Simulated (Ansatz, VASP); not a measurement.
## One calculation of TePb, two programs

INCAR

```
PREC = Accurate ; ENCUT = 500
EDIFF = 1E-6 ; ISMEAR = 0
SIGMA = 0.01 ; LREAL = False
LASPH = True ; NELM = 120
ALGO = Normal ; ISIF = 2
LWAVE = False ; LCHARG = False
GGA = PE ; IVDW = 12
NBANDS = 17 ; GGA_COMPAT = False
```

File KPOINTS:

```
regular mesh
0
Gamma
  6 6 6
```

POSCAR

```
TePb
1.0
    0.0000000000      3.2310000000      3.2310000000
    3.2310000000      0.0000000000      3.2310000000
    3.2310000000      3.2310000000      0.0000000000
Te Pb
1 1
Direct
    0.5000000000      0.5000000000      0.5000000000
    0.0000000000      0.0000000000      0.0000000000
```

Input for Ansatz:

```yaml
crystal:
  lattice:
    - [0.0, 3.231, 3.231]
    - [3.231, 0.0, 3.231]
    - [3.231, 3.231, 0.0]
  atoms:
    - { symbol: Te, position: [0.5, 0.5, 0.5] }
    - { symbol: Pb, position: [0.0, 0.0, 0.0] }
basis:
  ecutwfc: 489.804952427784
kpoints:
  mp_grid:
    grid: [6, 6, 6]
    shift: [0.0, 0.0, 0.0]
hamiltonian:
  xc: pbe
  dispersion: d3bj
scf:
  occupations:
    method: fixed
output:
  eigenvalues: true
```

Alike in both runs: task single point; functional PBE; dispersion D3(BJ); k mesh 6 × 6 × 6; no spin polarisation.

|  | VASP | Ansatz |
| --- | --- | --- |
| version | VASP 6.6.1 | Ansatz 0.2.0 |
| potentials or method | VASP PAW PBE potentials, release 64 (Te, Pb_d), cutoff 500 eV | plane waves, PAW |
| occupations | gaussian, width 0.01 eV | fixed |
| valence electrons in the cell | 20 | 30 |

```tsv
	VASP	Ansatz	Ansatz less VASP
gap on the k mesh at the Fermi level (eV)	0.74	0.73	-0.005
```

VASP's potentials hold 20 valence electrons a cell and Ansatz's 30, so a difference there can come from the potentials and not from the codes.

Neither program's run includes spin-orbit coupling.
